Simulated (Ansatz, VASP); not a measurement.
# One calculation of Hf, two programs

```xyz
1
Lattice="-1.8050 1.8050 1.8050 1.8050 -1.8050 1.8050 1.8050 1.8050 -1.8050" Properties=species:S:1:pos:R:3 pbc="T T T"
Hf    0.0000    0.0000    0.0000
```

Alike in both runs: task relaxation of cell and atoms; functional r2SCAN; k mesh 16 × 16 × 16; occupations gaussian, width 0.1 eV; no spin polarisation.

|  | VASP | Ansatz |
| --- | --- | --- |
| version | VASP 6.6.1 | Ansatz 0.2.0 |
| potentials or method | VASP PAW PBE potentials, release 64 (Hf_pv), cutoff 600 eV | scalar-relativistic, plane waves, PAW |
| valence electrons in the cell | 10 | 26 |

|  | VASP | Ansatz | Ansatz less VASP |
| --- | --- | --- | --- |
| gap on the k mesh at the Fermi level, each at its own relaxed structure (eV) | none | none | - |
| relaxed volume (Å³/atom) | 22.06 | 22.14 | +0.079 |
| relaxed length of the cell vector where the two differ most in proportion (Å) | 3.060 | 3.064 | +0.0036 |

VASP's potentials were made for PBE, not for r2SCAN. A gap of «none» marks a metal or a gap that the smearing closes. VASP's potentials hold 10 valence electrons a cell and Ansatz's 26, so a difference there can come from the potentials and not from the codes.

Neither program's run includes spin-orbit coupling.
